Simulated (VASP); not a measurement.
# BN (R3m) in VASP: a series of runs

BN is run at these levels: LDA; tasks: single point, relaxation of cell and atoms.

Program: VASP 6.6.1. These are calculated values, not measurements. Logs are shortened: lines on timing, memory, paths and dates and some standing lists are left out, and cuts for length are marked.

**1. The cell of the first run**

The structure is trigonal, space group R3m (No. 160). Conventional cell: a = 2.463 Å, b = 2.463 Å, c = 8.029 Å, α = 90.00°, β = 90.00°, γ = 120.00°. Within 1.9 Å of B (site symmetry 3m) lie 3 N at 1.42 Å. N (site symmetry 3m) has 3 B at 1.42 Å within 1.9 Å.

**2. Single point, LDA**

File INCAR:

```
SYSTEM = BN
PREC = Accurate
ENCUT = 600
EDIFF = 1E-6
ISMEAR = 0
SIGMA = 0.01
LREAL = .False.
LASPH = .True.
NELM = 120
ALGO = Normal
ISIF = 2
LWAVE = .False.
LCHARG = .True.
LELF = .True.
LVHAR = .True.
NBANDS = 11
GGA_COMPAT = .False.
```

File KPOINTS:

```
regular mesh
0
Gamma
  12 12 12
  0 0 0
```

File POSCAR:

```
BN
1.0
    1.2312772943      0.7108782773      2.6761920116
   -1.2312772943      0.7108782773      2.6761920116
    0.0000000000     -1.4217565546      2.6761920116
B N
1 1
Direct
    1.0012977174      1.0012977174      1.0012977174
    0.3311352826      0.3311352826      0.3311352826
```

Potentials or basis: VASP PAW LDA potentials, release 64 (B, N).

Started as:

```bash
$ cat potpaw_LDA.64/B/POTCAR potpaw_LDA.64/N/POTCAR > POTCAR
$ mpirun -np 1 vasp_std > vasp.out
```

OUTCAR:

```text
SYSTEM = BN
   PREC = Accurate
   ENCUT = 600
   EDIFF = 1E-6
   ISMEAR = 0
   LREAL = .False.
   LASPH = .True.
   NELM = 120
   ISIF = 2

 ion  position               nearest neighbor table
   1  0.001  0.001  0.001-   2 1.42   2 1.42   2 1.42
   2  0.331  0.331  0.331-   1 1.42   1 1.42   1 1.42

  LATTYP: Found a trigonal (rhomboedric) cell.
 ALAT       =     3.0304117515
 COS(alpha) =     0.6698293579

  Lattice vectors:

 A1 = (   1.2312772943,   0.7108782773,   2.6761920116)
 A2 = (  -1.2312772943,   0.7108782773,   2.6761920116)
 A3 = (   0.0000000000,  -1.4217565546,   2.6761920116)

Analysis of symmetry for initial positions (statically):
=====================================================================
 Subroutine PRICEL returns:
 Original cell was already a primitive cell.

 Routine SETGRP: Setting up the symmetry group for a
 trigonal (rhombohedral) supercell.

 Subroutine GETGRP returns: Found  6 space group operations
 (whereof  6 operations were pure point group operations)
 out of a pool of 12 trial point group operations.

The static configuration has the point symmetry C_3v.

Analysis of symmetry for dynamics (positions and initial velocities):
=====================================================================
 Subroutine PRICEL returns:
 Original cell was already a primitive cell.

 Routine SETGRP: Setting up the symmetry group for a
 trigonal (rhombohedral) supercell.

 Subroutine GETGRP returns: Found  6 space group operations
 (whereof  6 operations were pure point group operations)
 out of a pool of 12 trial point group operations.

The dynamic configuration has the point symmetry C_3v.

 Subroutine INISYM returns: Found  6 space group operations
 (whereof  6 operations are pure point group operations),
 and found     1 'primitive' translations

----------------------------------------------------------------------------------------

                                     Primitive cell

  volume of cell :      14.0546

  direct lattice vectors                    reciprocal lattice vectors
     1.231277294  0.710878277  2.676192012     0.406082369  0.234451765  0.124555089
    -1.231277294  0.710878277  2.676192012    -0.406082369  0.234451765  0.124555089
     0.000000000 -1.421756555  2.676192012     0.000000000 -0.468903530  0.124555089

  length of vectors
     3.030411751  3.030411751  3.030411751     0.485164395  0.485164395  0.485164395

  position of ions in fractional coordinates (direct lattice)
     0.001297717  0.001297717  0.001297717
     0.331135283  0.331135283  0.331135283

  ion indices of the primitive-cell ions
   primitive index   ion index
                 1           1
                 2           2

----------------------------------------------------------------------------------------

 KPOINTS: regular mesh

Automatic generation of k-mesh.
 Grid dimensions read from file:
 generate k-points for:   12   12   12

 Generating k-lattice:

  Cartesian coordinates                     Fractional coordinates (reciprocal lattice)
     0.033840197  0.019537647  0.010379591     0.083333333  0.000000000  0.000000000
    -0.033840197  0.019537647  0.010379591     0.000000000  0.083333333  0.000000000
     0.000000000 -0.039075294  0.010379591     0.000000000  0.000000000  0.083333333

  Length of vectors
     0.040430366  0.040430366  0.040430366

  Shift w.r.t. Gamma in fractional coordinates (k-lattice)
     0.000000000  0.000000000  0.000000000

 Subroutine IBZKPT returns following result:
 ===========================================

 Found    189 irreducible k-points:

 Following reciprocal coordinates:
            Coordinates               Weight
  0.000000  0.000000  0.000000      1.000000
  0.083333  0.000000  0.000000      6.000000
  0.166667  0.000000  0.000000      6.000000
  0.250000  0.000000  0.000000      6.000000
  0.333333  0.000000  0.000000      6.000000
  0.416667  0.000000 -0.000000      6.000000
[... 16 lines left out ...]
  0.500000  0.166667  0.000000     12.000000
 -0.416667  0.166667  0.000000     12.000000
 [... further k-points ...]
   k-points           NKPTS =    189   k-points in BZ     NKDIM =    189   number of bands    NBANDS=     11
   number of dos      NEDOS =    301   number of ions     NIONS =      2
   total plane-waves  NPLWV =  13824
   dimension x,y,z NGX =    24 NGY =   24 NGZ =   24
   dimension x,y,z NGXF=    48 NGYF=   48 NGZF=   48
   ions per type =               1   1
   NGX,Y,Z   is equivalent  to a cutoff of  13.17, 13.17, 13.17 a.u.
   NGXF,Y,Z  is equivalent  to a cutoff of  26.33, 26.33, 26.33 a.u.
 SYSTEM =  BN
   PREC   = accura    normal or accurate (medium, high low for compatibility)
   ISTART =      0    job   : 0-new  1-cont  2-samecut
   ICHARG =      2    charge: 1-file 2-atom 10-const
   ISPIN  =      1    spin polarized calculation?
   LNONCOLLINEAR =      F non collinear calculations
   LSORBIT =      F    spin-orbit coupling
   LASPH  =      T    aspherical Exc in radial PAW
   ENCUT  =  600.0 eV  44.10 Ry    6.64 a.u.   6.05  6.05  6.05*2*pi/ulx,y,z
   NELM   =    120;   NELMIN=  2; NELMDL= -5     # of ELM steps
   EDIFF  = 0.1E-05   stopping-criterion for ELM
   LREAL  =      F    real-space projection
   EDIFFG = 0.1E-04   stopping-criterion for IOM
   NSW    =      0    number of steps for IOM
   IBRION =     -1    ionic relax: 0-MD 1-quasi-New 2-CG
   NFREE  =      0    steps in history (QN), initial steepest desc. (CG)
   ISIF   =      2    stress and relaxation
   ISYM   =      2    0-nonsym 1-usesym 2-fastsym
   POTIM  = 0.5000    time-step for ionic-motion
   TEBEG  =    0.0;   TEEND  =   0.0 temperature during run
   PSTRESS=    0.0 pullay stress
   NELECT =       8.0000    total number of electrons
   NUPDOWN=      -1.0000    fix difference up-down
   EMIN   =  10.00;   EMAX   =-10.00  energy-range for DOS
   EFERMI =   0.00;   METHOD = LEGACY
   ISMEAR =     0;   SIGMA  =   0.01  broadening in eV -4-tet -1-fermi 0-gaus
   EFERMI_NEDOS =   21; number of points for ismear=-14 and -15
   IALGO  =     38    algorithm
   IMIX   =      4    mixing-type and parameters
     AMIX     =   0.40;   BMIX     =  1.00
     AMIX_MAG =   1.60;   BMIX_MAG =  1.00
  volume/ion in A,a.u.               =       7.03        47.42
  Fermi-wavevector in a.u.,A,eV,Ry     =   1.356745  2.563877 25.045025  1.840757
  Thomas-Fermi vector in A             =   2.483722
   LORBIT       =      0    0 simple, 1 ext, 2 COOP (PROOUT), +10 PAW based schemes
   GGA     = CA    functional components
   LHFCALC =     F    Hartree Fock is set to
   AEXX    =    0.0000 exact exchange contribution
   IVDW    =     0    specifies the selected vdW correction
   LEPSILON=     F    determine dielectric tensor
   LRPA    =     F    only Hartree local field effects (RPA)
 non-spin polarized calculation
 Gauss-broadening in eV      SIGMA  =   0.01
  energy-cutoff  :      600.00
  volume of cell :       14.05
 maximum number of plane-waves:       480
   NGX = 13   NGY = 13   NGZ = 13

 number of electron       8.0000000 magnetization

 Free energy of the ion-electron system (eV)
  ---------------------------------------------------
  ext. energy  EPLUGINS =         0.00000000
  ---------------------------------------------------
  free energy    TOTEN  =       -19.17362361 eV

  energy without entropy =      -19.17362361  energy(sigma->0) =      -19.17362361

 E-fermi :   4.8330     XC(G=0): -11.9768

 val. band max:        4.6589914419   @ k =  -0.2500   0.2500   0.0000
 cond. band min:       8.1023299627   @ k =   0.5000   0.5000  -0.0000
 fundamental gap:      3.4433385208
 Fermi energy:         4.8329626393

 k-point     1 :       0.0000    0.0000    0.0000
  band No.  band energies     occupation
      1     -13.9864      2.00000
      2       1.8835      2.00000
      3       3.2372      2.00000
      4       3.2372      2.00000
      5      11.6534      0.00000
      6      16.4431      0.00000
      7      16.4431      0.00000
      8      18.0093      0.00000
      9      21.6189      0.00000
     10      31.5955      0.00000
     11      33.3766      0.00000

 k-point     2 :       0.0833    0.0000    0.0000
  band No.  band energies     occupation
      1     -13.8318      2.00000
      2       1.9721      2.00000
      3       2.6651      2.00000
      4       2.9752      2.00000
      5      11.9614      0.00000
      6      16.3004      0.00000
      7      17.0531      0.00000
      8      17.6339      0.00000
      9      21.9955      0.00000
     10      31.2901      0.00000
     11      31.6235      0.00000

 k-point     3 :       0.1667    0.0000    0.0000
  band No.  band energies     occupation
      1     -13.3755      2.00000
      2       1.1487      2.00000
      3       2.3072      2.00000
      4       2.3373      2.00000
      5      12.6671      0.00000
      6      15.7995      0.00000
      7      16.9099      0.00000
      8      18.7120      0.00000
      9      22.8766      0.00000
     10      28.8551      0.00000
     11      29.4327      0.00000

 k-point     4 :       0.2500    0.0000    0.0000
  band No.  band energies     occupation
      1     -12.6445      2.00000
      2      -0.7442      2.00000
      3       1.5987      2.00000
      4       2.7913      2.00000
      5      12.9875      0.00000
      6      14.9871      0.00000
      7      16.9046      0.00000
      8      21.0624      0.00000
      9      23.4865      0.00000
     10      27.3162      0.00000
     11      27.6693      0.00000
[... 239 lines left out ...]
 k-point    22 :       0.4167    0.1667    0.0000
  band No.  band energies     occupation
      1     -11.1610      2.00000
      2      -2.7262      2.00000
      3      -0.2680      2.00000
      4       2.8624      2.00000
      5      11.4533      0.00000
      6      16.9572      0.00000
      7      18.1146      0.00000
      8      21.3578      0.00000
      9      23.3452      0.00000
     10      27.3101      0.00000
     11      30.9978      0.00000

 k-point    23 :       0.5000    0.1667    0.0000
  band No.  band energies     occupation
      1     -10.2935      2.00000
      2      -4.1016      2.00000
      3      -0.7586      2.00000
      4       3.6633      2.00000
      5      10.4405      0.00000
      6      16.9586      0.00000
      7      18.9056      0.00000
      8      20.9548      0.00000
      9      24.4626      0.00000
     10      27.4806      0.00000
     11      31.0028      0.00000

 k-point    24 :      -0.4167    0.1667    0.0000
  band No.  band energies     occupation
      1      -9.9612      2.00000
      2      -4.6218      2.00000
      3      -0.9349      2.00000
      4       4.3796      2.00000
      5       9.8732      0.00000
      6      16.7129      0.00000
      7      19.1336      0.00000
      8      20.2690      0.00000
      9      24.9450      0.00000
     10      28.0168      0.00000
     11      30.8210      0.00000

 [... further k-points ...]

------------------------ aborting loop because EDIFF is reached ----------------------------------------

  FORCE on cell =-STRESS in cart. coord.  units (eV):
  Direction    XX          YY          ZZ          XY          YZ          ZX
  --------------------------------------------------------------------------------------
  -------------------------------------------------------------------------------------
  Total        1.4719423      1.4719423      1.3833737      0.0000000      0.0000000      0.0000000
  in kB      167.7960448    167.7960448    157.6995529      0.0000000      0.0000000      0.0000000
  external PRESSURE =     164.4305475 kB  Pullay stress =       0.0000000 kB

 VOLUME and BASIS-vectors are now :
 -----------------------------------------------------------------------------
  energy-cutoff  :      600.00
  volume of cell :       14.05
      direct lattice vectors                 reciprocal lattice vectors
     1.231277294  0.710878277  2.676192012     0.406082369  0.234451765  0.124555089
    -1.231277294  0.710878277  2.676192012    -0.406082369  0.234451765  0.124555089
     0.000000000 -1.421756555  2.676192012     0.000000000 -0.468903530  0.124555089

 POSITION                                       TOTAL-FORCE (eV/Angst)
 -----------------------------------------------------------------------------------
      0.00000      0.00000      0.01042         0.000000     -0.000000      0.001756
      0.00000      0.00000      2.65854         0.000000      0.000000     -0.001756
 -----------------------------------------------------------------------------------
    total drift:                                0.000000     -0.000000     -0.000095

  FREE ENERGIE OF THE ION-ELECTRON SYSTEM (eV)
  ---------------------------------------------------
  free  energy   TOTEN  =       -19.1736236087 eV

  energy  without entropy=      -19.1736236087  energy(sigma->0) =      -19.17362361
```

Run time: 57 s. Hardware: 1 thread of AMD EPYC, shared host; peak memory 0.11 GiB.

Results:

```yaml
Free_energy: -19.1736 eV
Pressure: 16.4 GPa
Band_gap_on_the_k_mesh: 3.44 eV (least direct gap 4.84 eV)
```

Caveat: the cell stands under pressure. A k mesh can miss the band edges.

**3. Single point, LDA**

File INCAR:

```
SYSTEM = BN
ALGO = Normal
EDIFF = 1E-6
ENCUT = 600
GGA = CA
GGA_COMPAT = .FALSE.
ISIF = 2
ISMEAR = 0
LASPH = .TRUE.
LCHARG = .TRUE.
LELF = .TRUE.
LREAL = .FALSE.
LVHAR = .TRUE.
LWAVE = .FALSE.
NBANDS = 11
NELM = 120
PREC = Accurate
SIGMA = 0.01
```

File KPOINTS:

```
k-points
0
G
  12 12 12
  0 0 0
```

POSCAR is that of step 2.

Potentials or basis: VASP PAW LDA potentials, release 64 (B, N).

Started as:

```bash
$ cat potpaw_LDA.64/B/POTCAR potpaw_LDA.64/N/POTCAR > POTCAR
$ mpirun -np 1 vasp_std > vasp.out
```

Wall time 58 s (1 thread of AMD EPYC, shared host); peak memory 0.11 GiB.

The run converged. Its results:

- Free energy: -19.1736 eV
- Pressure: 16.4 GPa
- Band gap on the k mesh: 3.44 eV (least direct gap 4.84 eV)

Stress tensor (GPa, compression positive):
```
16.78  0.00  0.00
 0.00 16.78  0.00
 0.00  0.00 15.77
```

Levels at points of the mesh, in eV from the valence-band top:
```
           k point  band 2  band 3  band 4  band 5  band 6  band 7
(0.00, 0.00, 0.00)   -2.78   -1.42   -1.42    6.99   11.78   11.78
(0.50, 0.00, 0.00)   -9.65   -4.25   -0.27    5.38   10.92   14.31
(0.50, 0.50, 0.00)   -9.08   -4.63   -2.12    3.44    9.71   16.25
(0.50, 0.50, 0.50)   -8.08   -1.56   -1.56   11.46   11.46   12.28
```

Caveat: the cell stands under pressure. A k mesh can miss the band edges.

**4. Relaxation of cell and atoms, LDA, target pressure 16 GPa, at which the enthalpy is minimised**

This run uses another cell than the first one, of 8.65 Å³/atom.

File INCAR:

```
SYSTEM = BN
PREC     = Accurate       ! precision mode
ENCUT    = 600            ! plane-wave cutoff, eV
EDIFF    = 1E-7           ! SCF threshold, eV
ISMEAR   = 0              ! smearing method
SIGMA    = 0.01           ! smearing width, eV
LREAL    = .False.        ! projectors in reciprocal space
LASPH    = .True.         ! aspherical terms in the spheres
NELM     = 120            ! most SCF steps
ALGO     = Normal         ! electronic algorithm
ISIF     = 3              ! what is computed and relaxed
LWAVE    = .False.        ! write WAVECAR
LCHARG   = .False.        ! write CHGCAR
IBRION   = 2              ! ionic algorithm
NSW      = 80             ! ionic steps
EDIFFG   = -0.001         ! ionic threshold
PSTRESS  = 160.0        
GGA_COMPAT= .False.      
NELMIN   = 4
```

File KPOINTS:

```
Automatic mesh
0
Gamma
  12 12 12
  0 0 0
```

File POSCAR:

```
BN
1.0
    1.2442985528      0.7183961044      3.2240992216
   -1.2442985528      0.7183961044      3.2240992216
    0.0000000000     -1.4367922088      3.2240992216
B N
1 1
Direct
    0.9997405136      0.9997405136      0.9997405136
    0.3326924864      0.3326924864      0.3326924864
```

Started as:

```bash
$ cat potpaw_LDA.64/B/POTCAR potpaw_LDA.64/N/POTCAR > POTCAR
$ mpirun -np 1 vasp_std > vasp.out
```

It took 11 min on 1 thread of AMD EPYC, shared host; peak memory 0.13 GiB.

The run converged. Its results:

| Item | Value |
| --- | --- |
| Free energy | -19.1794 eV |
| Relaxed volume | 7.02 Å³/atom |
| Relaxed cell | a = 3.028 Å, b = 3.028 Å, c = 3.028 Å, α = 48.02°, β = 48.02°, γ = 48.02° |
| Space group after relaxing (to 0.1 Å) | R3m (No. 160) |
| Energy change on relaxing (the run minimises the enthalpy) | +57.3 meV/atom |
| Ionic steps | 18 |
| Pressure after relaxing | 16.0 GPa |
| Band gap on the k mesh | 3.43 eV (least direct gap 4.83 eV) |

The path:
| step | energy change (eV) | largest force (eV/Å) | pressure (GPa) | volume (Å³) |
| --- | --- | --- | --- | --- |
| 1 | 0.0000 | 0.0004 | 0.30 | 17.29 |
| 2 | 0.2290 | 0.0178 | 39.95 | 15.26 |
| 3 | 0.0453 | 0.0074 | 16.02 | 16.35 |
| 4 | 0.0450 | 0.0420 | 15.99 | 15.59 |
| 5 | 0.2269 | 0.4254 | 22.29 | 13.26 |
| 6 | 0.0961 | 0.1774 | 17.76 | 14.30 |
| 7 | 0.1161 | 0.2178 | 18.45 | 14.07 |
| 8 | 0.1207 | 0.2267 | 18.61 | 14.02 |
| 9 | 0.0937 | 0.0452 | 8.61 | 14.33 |
| 10 | 0.1064 | 0.1210 | 14.62 | 14.14 |
| 11 | 0.1119 | 0.0762 | 16.53 | 14.08 |
| 12 | 0.1091 | 0.0002 | 15.79 | 14.10 |
| 13 | 0.1111 | 0.0014 | 15.92 | 14.08 |
| 14 | 0.1145 | 0.0046 | 16.13 | 14.05 |
| 15 | 0.1148 | 0.0049 | 16.14 | 14.05 |
| 16 | 0.1137 | 0.0003 | 15.54 | 14.06 |
| 17 | 0.1145 | 0.0035 | 15.99 | 14.05 |
| 18 | 0.1146 | 0.0009 | 16.00 | 14.05 |

Final structure:
```
B N
1.0
     1.23184    0.71120    2.67275
    -1.23184    0.71120    2.67275
     0.00000   -1.42240    2.67275
B N
1 1
Direct
  0.00135 0.00135 0.00135
  0.33109 0.33109 0.33109
```

Levels at points of the mesh, in eV from the valence-band top:
```tsv
k point	band 2	band 3	band 4	band 5	band 6	band 7
(0.00, 0.00, 0.00)	-2.76	-1.43	-1.43	7.00	11.77	11.77
(0.50, 0.00, 0.00)	-9.66	-4.26	-0.27	5.37	10.91	14.31
(0.50, 0.50, 0.00)	-9.08	-4.63	-2.14	3.43	9.68	16.26
(0.50, 0.50, 0.50)	-8.09	-1.57	-1.57	11.44	11.44	12.28
```

Caveat: the cell is relaxed towards a set pressure, so the run minimises the enthalpy, not the energy; the volume moved by over 15 % at a fixed basis, so the end points are rough. A k mesh can miss the band edges.
